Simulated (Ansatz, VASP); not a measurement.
## Two plane-wave programs on SnTe

```
CELL_PARAMETERS angstrom
0.00000 3.18560 3.18560
3.18560 0.00000 3.18560
3.18560 3.18560 0.00000
ATOMIC_POSITIONS crystal
Sn 0.00000 0.00000 0.00000
Te 0.50000 0.50000 0.50000
```

Alike in both runs: task relaxation of cell and atoms; functional r2SCAN; k mesh 10 × 10 × 10; occupations gaussian, width 0.01 eV; no spin polarisation.

|  | VASP | Ansatz |
| --- | --- | --- |
| version | VASP 6.6.1 | Ansatz 0.2.0 |
| potentials or method | VASP PAW PBE potentials, release 64 (Sn_d, Te), cutoff 600 eV | scalar-relativistic, plane waves, PAW |
| valence electrons in the cell | 20 | 30 |

```tsv
	VASP	Ansatz	Ansatz less VASP
gap on the k mesh at the Fermi level, each at its own relaxed structure (eV)	0.13	0.13	+0.001
relaxed volume (Å³/atom)	32.33	32.33	0.000
relaxed length of the cell vector where the two differ most in proportion (Å)	4.505	4.505	0.0000
```

VASP's potentials were made for PBE, not for r2SCAN. VASP's potentials hold 20 valence electrons a cell and Ansatz's 30, so a difference there can come from the potentials and not from the codes.

Spin-orbit coupling is off throughout. Noted on VASP's run: the relaxation stopped at its first step, so nothing moved.
